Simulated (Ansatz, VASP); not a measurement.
One calculation of NaBe2, two programs

```xyz
3
Lattice="3.9364 0.0000 0.0000 -1.9682 3.4090 0.0000 0.0000 0.0000 3.7293" Properties=species:S:1:pos:R:3 pbc="T T T"
Na    0.0000    0.0000    0.0000
Be    0.0000    2.2727    1.8646
Be    1.9682    1.1363    1.8646
```

Change from the starting cell: species swapped into the HfB2 type (P6/mmm, No. 191).

Alike in both runs: functional PBE; k mesh 6 × 6 × 6; occupations gaussian, width 0.1 eV; no spin polarisation.

Ansatz relaxed the structure, and its values are those at the end. VASP's run is a single point on that final structure, the one shown.

|  | VASP | Ansatz |
| --- | --- | --- |
| version | VASP 6.6.1 | Ansatz 0.2.0 |
| potentials or method | VASP PAW PBE potentials, release 64 (Na_pv, Be), cutoff 520 eV | scalar-relativistic, plane waves, PAW |
| valence electrons in the cell | 11 | 13 |

|  | VASP | Ansatz | Ansatz less VASP |
| --- | --- | --- | --- |
| gap on the k mesh at the Fermi level (eV) | none | none | - |
| pressure (GPa) | -0.1 | -0.1 | -0.04 |

A gap of «none» marks a metal or a gap that the smearing closes. With one functional, cell and mesh, what is left measures potentials, basis and numerics. VASP's potentials hold 11 valence electrons a cell and Ansatz's 13, so a difference there can come from the potentials and not from the codes.
